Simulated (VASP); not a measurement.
# Li2Se (Fm-3m) in VASP: single point with PBE0

Aim: the single point of Li2Se with PBE0.

Everything below comes from runs of VASP 6.6.1. Logs are shortened: lines on timing, memory, paths and dates and some standing lists are left out, and cuts for length are marked.

## 1. The cell of the first run

It takes space group Fm-3m (No. 225, cubic). The conventional cell has a = 5.987 Å, b = 5.987 Å, c = 5.987 Å, α = 90.00°, β = 90.00°, γ = 90.00°. Li (site symmetry -43m) has 4 Se at 2.59 Å and 6 Li at 2.99 Å within 3.4 Å. Se (site symmetry m-3m) has 8 Li at 2.59 Å within 3.4 Å.

## 2. Single point, PBE0

POSCAR

```
Li2Se
1.0
    0.0000000000      2.9934588640      2.9934588640
    2.9934588640      0.0000000000      2.9934588640
    2.9934588640      2.9934588640      0.0000000000
Li Se
2 1
Direct
    0.2500000000      0.2500000000      0.2500000000
    0.7500000000      0.7500000000      0.7500000000
    0.0000000000      0.0000000000      0.0000000000
```

INCAR.step1

```
SYSTEM = Li2Se
PREC = Accurate
ENCUT = 650
EDIFF = 1E-5
ISMEAR = 0
SIGMA = 0.01
LREAL = .FALSE.
LASPH = .TRUE.
NELM = 120
ALGO = Normal
ISIF = 2
LWAVE = .TRUE.
LCHARG = .FALSE.
NBANDS = 13
GGA = PE
GGA_COMPAT = .FALSE.
```

INCAR.step2

```
SYSTEM = Li2Se
PREC = Accurate
ENCUT = 650
EDIFF = 1E-6
ISMEAR = 0
SIGMA = 0.01
LREAL = .FALSE.
LASPH = .TRUE.
NELM = 120
ALGO = Normal
ISIF = 2
LWAVE = .FALSE.
LCHARG = .FALSE.
GGA = PE
LHFCALC = .TRUE.
AEXX = 0.25
PRECFOCK = Normal
NBANDS = 13
ISTART = 1
GGA_COMPAT = .FALSE.
```

KPOINTS

```
Automatic mesh
0
G
  6 6 6
  0 0 0
```

Potentials or basis: VASP PAW PBE potentials, release 64 (Li_sv, Se).

Launch:

```
$ cat potpaw_PBE.64/Li_sv/POTCAR potpaw_PBE.64/Se/POTCAR > POTCAR
$ cp INCAR.step1 INCAR
$ mpirun -np 1 vasp_std > vasp.out
$ cp INCAR.step2 INCAR
$ mpirun -np 1 vasp_std > vasp.out
```

OUTCAR:

```text
SYSTEM = Li2Se
   PREC = Accurate
   ENCUT = 650
   EDIFF = 1E-6
   ISMEAR = 0
   LREAL = .FALSE.
   LASPH = .TRUE.
   NELM = 120
   ISIF = 2
   GGA = PE
   LHFCALC = .TRUE.
   AEXX = 0.25
   PRECFOCK = Normal
   ISTART = 1

 ion  position               nearest neighbor table
   1  0.250  0.250  0.250-   3 2.59   3 2.59   3 2.59   3 2.59
   2  0.750  0.750  0.750-   3 2.59   3 2.59   3 2.59   3 2.59
   3  0.000  0.000  0.000-   2 2.59   2 2.59   2 2.59   1 2.59   1 2.59   1 2.59   2 2.59   1 2.59

  LATTYP: Found a face centered cubic cell.
 ALAT       =     5.9869177280

  Lattice vectors:

 A1 = (   0.0000000000,   2.9934588640,   2.9934588640)
 A2 = (   2.9934588640,   0.0000000000,   2.9934588640)
 A3 = (   2.9934588640,   2.9934588640,   0.0000000000)

Analysis of symmetry for initial positions (statically):
=====================================================================
 Subroutine PRICEL returns:
 Original cell was already a primitive cell.

 Routine SETGRP: Setting up the symmetry group for a
 face centered cubic supercell.

 Subroutine GETGRP returns: Found 48 space group operations
 (whereof 48 operations were pure point group operations)
 out of a pool of 48 trial point group operations.

The static configuration has the point symmetry O_h .

Analysis of symmetry for dynamics (positions and initial velocities):
=====================================================================
 Subroutine PRICEL returns:
 Original cell was already a primitive cell.

 Routine SETGRP: Setting up the symmetry group for a
 face centered cubic supercell.

 Subroutine GETGRP returns: Found 48 space group operations
 (whereof 48 operations were pure point group operations)
 out of a pool of 48 trial point group operations.

The dynamic configuration has the point symmetry O_h .

 Subroutine INISYM returns: Found 48 space group operations
 (whereof 48 operations are pure point group operations),
 and found     1 'primitive' translations

----------------------------------------------------------------------------------------

                                     Primitive cell

  volume of cell :      53.6475

[... 95 lines left out ...]
   EFERMI =   0.00;   METHOD = LEGACY
   ISMEAR =     0;   SIGMA  =   0.01  broadening in eV -4-tet -1-fermi 0-gaus
   EFERMI_NEDOS =   21; number of points for ismear=-14 and -15
   IALGO  =     38    algorithm
   IMIX   =      1    mixing-type and parameters
     AMIX     =   0.40;   BMIX     =  1.00
     AMIX_MAG =   1.60;   BMIX_MAG =  1.00
  volume/ion in A,a.u.               =      17.88       120.68
  Fermi-wavevector in a.u.,A,eV,Ry     =   0.993769  1.877950 13.436789  0.987576
  Thomas-Fermi vector in A             =   2.125673
   LORBIT       =      0    0 simple, 1 ext, 2 COOP (PROOUT), +10 PAW based schemes
   GGA     = PE    functional components
   LHFCALC =     T    Hartree Fock is set to
   PRECFOCK=normal    Normal, Fast or Accurate (Low or Medium for compatibility)
   ENCUT4O =  -1.0   cutoff for four orbital integrals eV
   NKREDX  =     1    reduce k-point grid by
   NKREDY  =     1    reduce k-point grid by
   NKREDZ  =     1    reduce k-point grid by
   AEXX    =    0.2500 exact exchange contribution
   HFSCREEN=    0.0000 screening length (either q_TF or 0.3 A-1)
   HFSCREENC=   0.0000 screening length for correlation (either q_TF or 0.3 A-1)
   ENCUTFOCK=  -1.0 apply spherical cutoff to Coloumb kernel
   IVDW    =     0    specifies the selected vdW correction
   LEPSILON=     F    determine dielectric tensor
   LRPA    =     F    only Hartree local field effects (RPA)
 non-spin polarized calculation
 Gauss-broadening in eV      SIGMA  =   0.01
  energy-cutoff  :      650.00
  volume of cell :       53.65
 maximum number of plane-waves:      2044
  NGX = 28; NGY = 28; NGZ = 28

 number of electron      11.9999994 magnetization

 Free energy of the ion-electron system (eV)
  ---------------------------------------------------
  ext. energy  EPLUGINS =         0.00000000
  ---------------------------------------------------
  free energy    TOTEN  =       -13.44830488 eV

  energy without entropy =      -13.44830488  energy(sigma->0) =      -13.44830488

 E-fermi :   0.2231     XC(G=0):  -6.5647

 val. band max:        0.0279432745   @ k =   0.0000   0.0000   0.0000
 cond. band min:       4.5318970486   @ k =   0.5000   0.5000   0.0000
 fundamental gap:      4.5039537741
 Fermi energy:         0.2231462614

 k-point     1 :       0.0000    0.0000    0.0000
  band No.  band energies     occupation
      1     -47.7843      2.00000
      2     -47.7582      2.00000
      3     -12.5225      2.00000
      4       0.0279      2.00000
      5       0.0279      2.00000
      6       0.0279      2.00000
      7       5.0892      0.00000
      8       7.4282      0.00000
      9       7.4282      0.00000
     10       7.4282      0.00000
     11      12.5666      0.00000
     12      12.5666      0.00000
     13      12.9304      0.00000
[... 226 lines left out ...]
  band No.  band energies     occupation
      1     -47.7728      2.00000
      2     -47.7683      2.00000
      3     -11.9462      2.00000
      4      -2.3362      2.00000
      5      -1.8492      2.00000
      6      -1.8168      2.00000
      7       5.8856      0.00000
      8       8.9239      0.00000
      9       9.5015      0.00000
     10      11.2975      0.00000
     11      12.8314      0.00000
     12      13.7454      0.00000
     13      14.1249      0.00000

------------------------ aborting loop because EDIFF is reached ----------------------------------------

  FORCE on cell =-STRESS in cart. coord.  units (eV):
  Direction    XX          YY          ZZ          XY          YZ          ZX
  --------------------------------------------------------------------------------------
  -------------------------------------------------------------------------------------
  Total       -0.1842561     -0.1842561     -0.1842561     -0.0000000      0.0000000      0.0000000
  in kB       -5.5027845     -5.5027845     -5.5027845     -0.0000000      0.0000000      0.0000000
  external PRESSURE =      -5.5027845 kB  Pullay stress =       0.0000000 kB

 VOLUME and BASIS-vectors are now :
 -----------------------------------------------------------------------------
  energy-cutoff  :      650.00
  volume of cell :       53.65
      direct lattice vectors                 reciprocal lattice vectors
     0.000000000  2.993458864  2.993458864    -0.167030857  0.167030857  0.167030857
     2.993458864  0.000000000  2.993458864     0.167030857 -0.167030857  0.167030857
     2.993458864  2.993458864  0.000000000     0.167030857  0.167030857 -0.167030857

 POSITION                                       TOTAL-FORCE (eV/Angst)
 -----------------------------------------------------------------------------------
      1.49673      1.49673      1.49673         0.000000      0.000000      0.000000
      4.49019      4.49019      4.49019        -0.000000     -0.000000     -0.000000
      0.00000      0.00000      0.00000         0.000000     -0.000000     -0.000000
 -----------------------------------------------------------------------------------
    total drift:                               -0.000000     -0.000000     -0.000000

  FREE ENERGIE OF THE ION-ELECTRON SYSTEM (eV)
  ---------------------------------------------------
  free  energy   TOTEN  =       -13.4483048788 eV

  energy  without entropy=      -13.4483048788  energy(sigma->0) =      -13.44830488
```

Wall time 28 min (1 thread of Intel Xeon 6975P-C (Granite Rapids), shared host); peak memory 0.25 GiB.

Results:

```
Free energy            : -13.4483 eV
Pressure               : -0.6 GPa
Band gap on the k mesh : 4.50 eV (least direct gap 5.06 eV)
```

Caveat: the PAW data sets were made with another functional, which shifts forces and pressure a little. A k mesh can miss the band edges.
